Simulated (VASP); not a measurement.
# Pb (Fd-3m) in VASP: a series of runs

The runs below take Pb through electric field gradients, with PBE.

Everything below comes from runs of VASP 6.6.1. Logs are shortened: lines on timing, memory, paths and dates and some standing lists are left out, and cuts for length are marked.

## Step 1: The cell of the first run

The structure is cubic, space group Fd-3m (No. 227). Conventional cell: a = 6.820 Å, b = 6.820 Å, c = 6.820 Å, α = 90.00°, β = 90.00°, γ = 90.00°. Within 3.9 Å of Pb (site symmetry -43m) lie 4 Pb at 2.95 Å.

## Step 2: Electric field gradients, PBE (volume scaled by 0.975)

INCAR reads:

```
PREC     = Accurate       # precision mode
ENCUT    = 520            # plane-wave cutoff, eV
EDIFF    = 1E-8           # SCF threshold, eV
ISMEAR   = -1             # smearing method
SIGMA    = 0.05           # smearing width, eV
LREAL    = False          # projectors in reciprocal space
LASPH    = True           # aspherical terms in the spheres
NELM     = 80             # most SCF steps
ALGO     = Normal         # electronic algorithm
ISIF     = 2              # what is computed and relaxed
LWAVE    = False          # write WAVECAR
LCHARG   = False          # write CHGCAR
GGA      = PE             # functional
LEFG     = True         
NBANDS   = 21             # bands
```

KPOINTS reads:

```
regular mesh
0
Gamma
  8 8 8
```

POSCAR reads:

```
Pb
1.0
    0.0000000000      3.4100995290      3.4100995290
    3.4100995290      0.0000000000      3.4100995290
    3.4100995290      3.4100995290      0.0000000000
Pb
2
Direct
    0.0000000000      0.0000000000      0.0000000000
    0.2500000000      0.2500000000      0.2500000000
```

Potentials or basis: VASP PAW PBE potentials, release 64 (Pb_d).

Launch:

```console
cat potpaw_PBE.64/Pb_d/POTCAR > POTCAR
mpirun -np 1 vasp_std > vasp.out
```

OUTCAR:

```text
PREC = Accurate
   ENCUT = 520
   EDIFF = 1E-8
   ISMEAR = -1
   LREAL = False
   LASPH = True
   NELM = 80
   ISIF = 2
   GGA = PE

 ion  position               nearest neighbor table
   1  0.000  0.000  0.000-   2 2.95   2 2.95   2 2.95   2 2.95
   2  0.250  0.250  0.250-   1 2.95   1 2.95   1 2.95   1 2.95

  LATTYP: Found a face centered cubic cell.
 ALAT       =     6.8201990580

  Lattice vectors:

 A1 = (   0.0000000000,   3.4100995290,   3.4100995290)
 A2 = (   3.4100995290,   0.0000000000,   3.4100995290)
 A3 = (   3.4100995290,   3.4100995290,   0.0000000000)

Analysis of symmetry for initial positions (statically):
=====================================================================
 Subroutine PRICEL returns:
 Original cell was already a primitive cell.

 Routine SETGRP: Setting up the symmetry group for a
 face centered cubic supercell.

 Subroutine GETGRP returns: Found 48 space group operations
 (whereof 24 operations were pure point group operations)
 out of a pool of 48 trial point group operations.

The static configuration has the point symmetry T_d .
 The point group associated with its full space group is O_h .

Analysis of symmetry for dynamics (positions and initial velocities):
=====================================================================
 Subroutine PRICEL returns:
 Original cell was already a primitive cell.

 Routine SETGRP: Setting up the symmetry group for a
 face centered cubic supercell.

 Subroutine GETGRP returns: Found 48 space group operations
 (whereof 24 operations were pure point group operations)
 out of a pool of 48 trial point group operations.

The dynamic configuration has the point symmetry T_d .
 The point group associated with its full space group is O_h .

 Subroutine INISYM returns: Found 48 space group operations
 (whereof 24 operations are pure point group operations),
 and found     1 'primitive' translations

----------------------------------------------------------------------------------------

                                     Primitive cell

  volume of cell :      79.3106

  direct lattice vectors                    reciprocal lattice vectors
     0.000000000  3.410099529  3.410099529    -0.146623286  0.146623286  0.146623286
     3.410099529  0.000000000  3.410099529     0.146623286 -0.146623286  0.146623286
     3.410099529  3.410099529  0.000000000     0.146623286  0.146623286 -0.146623286

  length of vectors
     4.822609003  4.822609003  4.822609003     0.253958982  0.253958982  0.253958982

  position of ions in fractional coordinates (direct lattice)
     0.000000000  0.000000000  0.000000000
     0.250000000  0.250000000  0.250000000

  ion indices of the primitive-cell ions
   primitive index   ion index
                 1           1
                 2           2

----------------------------------------------------------------------------------------

 KPOINTS: regular mesh

Automatic generation of k-mesh.
 Grid dimensions read from file:
 generate k-points for:    8    8    8

 Generating k-lattice:

  Cartesian coordinates                     Fractional coordinates (reciprocal lattice)
    -0.018327911  0.018327911  0.018327911     0.125000000  0.000000000  0.000000000
     0.018327911 -0.018327911  0.018327911     0.000000000  0.125000000  0.000000000
     0.018327911  0.018327911 -0.018327911     0.000000000  0.000000000  0.125000000

  Length of vectors
     0.031744873  0.031744873  0.031744873

  Shift w.r.t. Gamma in fractional coordinates (k-lattice)
     0.000000000  0.000000000  0.000000000

 Subroutine IBZKPT returns following result:
 ===========================================

 Found     29 irreducible k-points:

 Following reciprocal coordinates:
            Coordinates               Weight
  0.000000  0.000000  0.000000      1.000000
  0.125000  0.000000  0.000000      8.000000
  0.250000  0.000000  0.000000      8.000000
  0.375000  0.000000  0.000000      8.000000
  0.500000  0.000000  0.000000      4.000000
  0.125000  0.125000  0.000000      6.000000
[... 16 lines left out ...]
  0.500000  0.250000  0.125000     48.000000
 -0.375000  0.250000  0.125000     24.000000
 [... further k-points ...]
   k-points           NKPTS =     29   k-points in BZ     NKDIM =     29   number of bands    NBANDS=     21
   number of dos      NEDOS =    301   number of ions     NIONS =      2
   total plane-waves  NPLWV =  46656
   dimension x,y,z NGX =    36 NGY =   36 NGZ =   36
   dimension x,y,z NGXF=    72 NGYF=   72 NGZF=   72
   ions per type =               2
   NGX,Y,Z   is equivalent  to a cutoff of  12.41, 12.41, 12.41 a.u.
   NGXF,Y,Z  is equivalent  to a cutoff of  24.82, 24.82, 24.82 a.u.
 SYSTEM =  unknown system
   PREC   = accura    normal or accurate (medium, high low for compatibility)
   ISTART =      0    job   : 0-new  1-cont  2-samecut
   ICHARG =      2    charge: 1-file 2-atom 10-const
   ISPIN  =      1    spin polarized calculation?
   LNONCOLLINEAR =      F non collinear calculations
   LSORBIT =      F    spin-orbit coupling
   LASPH  =      T    aspherical Exc in radial PAW
   ENCUT  =  520.0 eV  38.22 Ry    6.18 a.u.   8.97  8.97  8.97*2*pi/ulx,y,z
   NELM   =     80;   NELMIN=  2; NELMDL= -5     # of ELM steps
   EDIFF  = 0.1E-07   stopping-criterion for ELM
   LREAL  =      F    real-space projection
   EDIFFG = 0.1E-06   stopping-criterion for IOM
   NSW    =      0    number of steps for IOM
   IBRION =     -1    ionic relax: 0-MD 1-quasi-New 2-CG
   NFREE  =      0    steps in history (QN), initial steepest desc. (CG)
   ISIF   =      2    stress and relaxation
   ISYM   =      2    0-nonsym 1-usesym 2-fastsym
   POTIM  = 0.5000    time-step for ionic-motion
   TEBEG  =    0.0;   TEEND  =   0.0 temperature during run
   PSTRESS=    0.0 pullay stress
   NELECT =      28.0000    total number of electrons
   NUPDOWN=      -1.0000    fix difference up-down
   EMIN   =  10.00;   EMAX   =-10.00  energy-range for DOS
   EFERMI =   0.00;   METHOD = LEGACY
   ISMEAR =    -1;   SIGMA  =   0.05  broadening in eV -4-tet -1-fermi 0-gaus
   EFERMI_NEDOS =   21; number of points for ismear=-14 and -15
   IALGO  =     38    algorithm
   IMIX   =      4    mixing-type and parameters
     AMIX     =   0.40;   BMIX     =  1.00
     AMIX_MAG =   1.60;   BMIX_MAG =  1.00
  volume/ion in A,a.u.               =      39.66       267.61
  Fermi-wavevector in a.u.,A,eV,Ry     =   1.157046  2.186499 18.214859  1.338754
  Thomas-Fermi vector in A             =   2.293660
   LORBIT       =      0    0 simple, 1 ext, 2 COOP (PROOUT), +10 PAW based schemes
   GGA     = PE    functional components
   LHFCALC =     F    Hartree Fock is set to
   AEXX    =    0.0000 exact exchange contribution
   IVDW    =     0    specifies the selected vdW correction
   LEPSILON=     F    determine dielectric tensor
   LRPA    =     F    only Hartree local field effects (RPA)
 non-spin polarized calculation
  energy-cutoff  :      520.00
  volume of cell :       79.31
 maximum number of plane-waves:      2150
   NGX = 17   NGY = 17   NGZ = 17

 number of electron      28.0000009 magnetization

 Free energy of the ion-electron system (eV)
  ---------------------------------------------------
  ext. energy  EPLUGINS =         0.00000000
  ---------------------------------------------------
  free energy    TOTEN  =        -6.52972752 eV

  energy without entropy =       -6.52569898  energy(sigma->0) =       -6.52771325

 E-fermi :   4.6321     XC(G=0):  -8.5351

 val. band max:        4.3058769742   @ k =   0.1250   0.1250   0.0000
 cond. band min:       4.6431223643   @ k =  -0.1250   0.1250   0.0000
 fundamental gap:      0.3372453901
 Fermi energy:         4.6321332406

 k-point     1 :       0.0000    0.0000    0.0000
  band No.  band energies     occupation
      1     -12.6771      2.00000
      2     -12.6771      2.00000
      3     -12.6771      2.00000
      4     -12.5965      2.00000
      5     -12.5965      2.00000
      6     -12.1381      2.00000
[... 13 lines left out ...]
     20      12.5868      0.00000
     21      12.5868      0.00000

 k-point     2 :       0.1250    0.0000    0.0000
  band No.  band energies     occupation
      1     -12.6936      2.00000
      2     -12.6936      2.00000
      3     -12.6735      2.00000
      4     -12.5730      2.00000
      5     -12.5730      2.00000
      6     -12.1649      2.00000
[... 13 lines left out ...]
     20      11.9303      0.00000
     21      11.9303      0.00000

 k-point     3 :       0.2500    0.0000    0.0000
  band No.  band energies     occupation
      1     -12.7148      2.00000
      2     -12.7148      2.00000
      3     -12.6644      2.00000
      4     -12.5364      2.00000
      5     -12.5364      2.00000
      6     -12.1957      2.00000
[... 13 lines left out ...]
     20      11.7431      0.00000
     21      11.7431      0.00000

 k-point     4 :       0.3750    0.0000    0.0000
  band No.  band energies     occupation
      1     -12.7258      2.00000
      2     -12.7258      2.00000
      3     -12.6549      2.00000
      4     -12.5136      2.00000
      5     -12.5136      2.00000
      6     -12.2119      2.00000
[... 13 lines left out ...]
     20      12.3648      0.00000
     21      12.3648      0.00000

 k-point     5 :       0.5000    0.0000    0.0000
  band No.  band energies     occupation
      1     -12.7286      2.00000
      2     -12.7286      2.00000
      3     -12.6508      2.00000
      4     -12.5072      2.00000
      5     -12.5072      2.00000
      6     -12.2157      2.00000
[... 13 lines left out ...]
     20      12.6246      0.00000
     21      13.0741      0.00000
[... 382 lines left out ...]
     20      12.9356      0.00000
     21      14.9545      0.00000

 k-point    22 :       0.3750    0.2500    0.1250
  band No.  band energies     occupation
      1     -12.7365      2.00000
      2     -12.7321      2.00000
      3     -12.6480      2.00000
      4     -12.5199      2.00000
      5     -12.4616      2.00000
      6     -12.3142      2.00000
[... 13 lines left out ...]
     20      11.9876      0.00000
     21      12.6837      0.00000

 k-point    23 :       0.5000    0.2500    0.1250
  band No.  band energies     occupation
      1     -12.7617      2.00000
      2     -12.7452      2.00000
      3     -12.6059      2.00000
      4     -12.4877      2.00000
      5     -12.4341      2.00000
      6     -12.3356      2.00000
[... 13 lines left out ...]
     20      12.1127      0.00000
     21      13.1315      0.00000

 k-point    24 :      -0.3750    0.2500    0.1250
  band No.  band energies     occupation
      1     -12.7726      2.00000
      2     -12.7482      2.00000
      3     -12.5863      2.00000
      4     -12.4641      2.00000
      5     -12.4372      2.00000
      6     -12.3292      2.00000
[... 13 lines left out ...]
     20      12.5673      0.00000
     21      13.3129      0.00000

 [... further k-points ...]
[... 5 lines left out ...]
  --------------------------------------------------------------------------------------
  -------------------------------------------------------------------------------------
  Total        1.6235402      1.6235402      1.6235402     -0.0000000      0.0000000     -0.0000000
  in kB       32.7976314     32.7976314     32.7976314     -0.0000000      0.0000000     -0.0000000
  external PRESSURE =      32.7976314 kB  Pullay stress =       0.0000000 kB

 VOLUME and BASIS-vectors are now :
 -----------------------------------------------------------------------------
  energy-cutoff  :      520.00
  volume of cell :       79.31
      direct lattice vectors                 reciprocal lattice vectors
     0.000000000  3.410099529  3.410099529    -0.146623286  0.146623286  0.146623286
     3.410099529  0.000000000  3.410099529     0.146623286 -0.146623286  0.146623286
     3.410099529  3.410099529  0.000000000     0.146623286  0.146623286 -0.146623286

 POSITION                                       TOTAL-FORCE (eV/Angst)
 -----------------------------------------------------------------------------------
      0.00000      0.00000      0.00000        -0.000000     -0.000000     -0.000000
      1.70505      1.70505      1.70505         0.000000      0.000000      0.000000
 -----------------------------------------------------------------------------------
    total drift:                                0.000000      0.000000      0.000000

  FREE ENERGIE OF THE ION-ELECTRON SYSTEM (eV)
  ---------------------------------------------------
  free  energy   TOTEN  =        -6.5297275180 eV

  energy  without entropy=       -6.5256989834  energy(sigma->0) =       -6.52771325

 Electric field gradients (V/A^2)
---------------------------------------------------------------------
 ion       V_xx      V_yy      V_zz      V_xy      V_xz      V_yz
---------------------------------------------------------------------
   1       0.000     0.000    -0.000    -0.000    -0.000    -0.000
   2       0.000     0.000    -0.000    -0.000    -0.000    -0.000
---------------------------------------------------------------------

 Electric field gradients after diagonalization (V/A^2)
 (convention: |V_zz| > |V_xx| > |V_yy|)
----------------------------------------------------------------------
 ion       V_xx      V_yy      V_zz     asymmetry (V_yy - V_xx)/ V_zz
----------------------------------------------------------------------
   1       0.000     0.000    -0.001       0.000
   2       0.000     0.000    -0.001       0.000
----------------------------------------------------------------------

           NMR quadrupolar parameters

 Cq : quadrupolar parameter    Cq=e*Q*V_zz/h
 eta: asymmetry parameters     (V_yy - V_xx)/ V_zz
 Q  : nuclear electric quadrupole moment in mb (millibarn)
----------------------------------------------------------------------
 ion       Cq(MHz)       eta       Q (mb)
----------------------------------------------------------------------
   1      -0.000       0.000       1.000
   2      -0.000       0.000       1.000
----------------------------------------------------------------------
```

Wall time 17 s (1 thread of Intel Xeon 6975P-C (Granite Rapids), shared host); peak memory 0.21 GiB.

What came out:

| Property | Result |
| --- | --- |
| Free energy | -6.5297 eV |
| Pressure | 3.3 GPa |
| Band gap on the k mesh | zero (band 14 reaches 4.99 eV, above the bottom of band 15 at 3.80 eV) |

Levels at points of the mesh, in eV from the Fermi level:
| k point | band 12 | band 13 | band 14 | band 15 | band 16 | band 17 |
| --- | --- | --- | --- | --- | --- | --- |
| (0.00, 0.00, 0.00) | -3.84 | 0.36 | 0.36 | 0.36 | 2.37 | 2.37 |
| (0.50, 0.00, 0.00) | -7.20 | -1.01 | -0.83 | -0.83 | 3.51 | 3.51 |
| (0.50, 0.50, 0.00) | -8.61 | -2.10 | -2.10 | 0.80 | 0.80 | 7.28 |

Caveat: without QUAD_EFG the Cq values of the log hold for a quadrupole moment of 1 mb, not for the nuclei; spin-orbit coupling is left out, which moves the levels of the heavy elements.

(Part 1 of 4 ends here.)
